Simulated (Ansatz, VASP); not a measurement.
## Two plane-wave programs on NbTe

File POSCAR:

```
NbTe
1.0
    0.0000000000      3.2550907143      3.2550907143
    3.2550907143      0.0000000000      3.2550907143
    3.2550907143      3.2550907143      0.0000000000
Nb Te
1 1
Direct
    0.0000000000      0.0000000000      0.0000000000
    0.2500000000      0.2500000000      0.2500000000
```

INCAR.step1

```
ALGO = Normal
EDIFF = 1E-4
ENCUT = 520
GGA = PE
ISMEAR = 0
ISPIN = 2
LASPH = True
LCHARG = False
LMAXMIX = 4
LREAL = False
LWAVE = True
MAGMOM = 1.86 0
NBANDS = 20
NELM = 150
PREC = Accurate
SIGMA = 0.05
```

The input INCAR.step2:

```
ALGO = Normal
EDIFF = 1E-6
ENCUT = 520
ISIF = 2
ISMEAR = 0
ISPIN = 2
ISTART = 1
LASPH = True
LCHARG = False
LMAXMIX = 4
LMIXTAU = True
LORBIT = 11
LREAL = False
LWAVE = False
MAGMOM = 1.86 0
METAGGA = R2SCAN
NBANDS = 20
NELM = 150
PREC = Accurate
SIGMA = 0.05
```

Contents of KPOINTS:

```
k-points
0
Gamma
  10 10 10
```

Input for Ansatz:

```yaml
crystal:
  lattice:
    - [0.0, 3.2550907143, 3.2550907143]
    - [3.2550907143, 0.0, 3.2550907143]
    - [3.2550907143, 3.2550907143, 0.0]
  atoms:
    - { symbol: Nb, position: [0.0, 0.0, 0.0], spin: 1.86 }
    - { symbol: Te, position: [0.25, 0.25, 0.25] }
basis:
  ecutwfc: 500
  ecutrho_ratio: 4
kpoints:
  mp_grid: { grid: [10, 10, 10] }
hamiltonian:
  xc: r2scan
scf:
  occupations: { method: gaussian, width: 0.05 }
output:
  forces: true
  stress: true
  eigenvalues: true
  populations: true
magnetization:
  spin_polarized: true
```

Alike in both runs: task single point; functional r2SCAN; k mesh 10 × 10 × 10; occupations gaussian, width 0.05 eV; collinear spin.

|  | VASP | Ansatz |
| --- | --- | --- |
| version | VASP 6.6.1 | Ansatz 0.2.0 |
| potentials or method | VASP PAW PBE potentials, release 64 (Nb_sv, Te), cutoff 520 eV | scalar-relativistic, plane waves, PAW |
| valence electrons in the cell | 19 | 29 |

|  | VASP | Ansatz | Ansatz less VASP |
| --- | --- | --- | --- |
| gap on the k mesh at the Fermi level (eV) | none | none | - |
| pressure (GPa) | -3.4 | -3.3 | +0.08 |
| net moment per atom (μB) | 1.22 | 1.22 | 0.000 |
| size of the moment on the site where the two differ most (μB) | 1.80 | 1.75 | -0.056 |

VASP's potentials were made for PBE, not for r2SCAN. Site moments also hang on the region over which each program counts them. A gap of «none» marks a metal or a gap that the smearing closes. With one functional, cell and mesh, what is left measures potentials, basis and numerics. VASP's potentials hold 19 valence electrons a cell and Ansatz's 29, so a difference there can come from the potentials and not from the codes. Ansatz's warnings: stability check not made.

Neither program's run includes spin-orbit coupling.
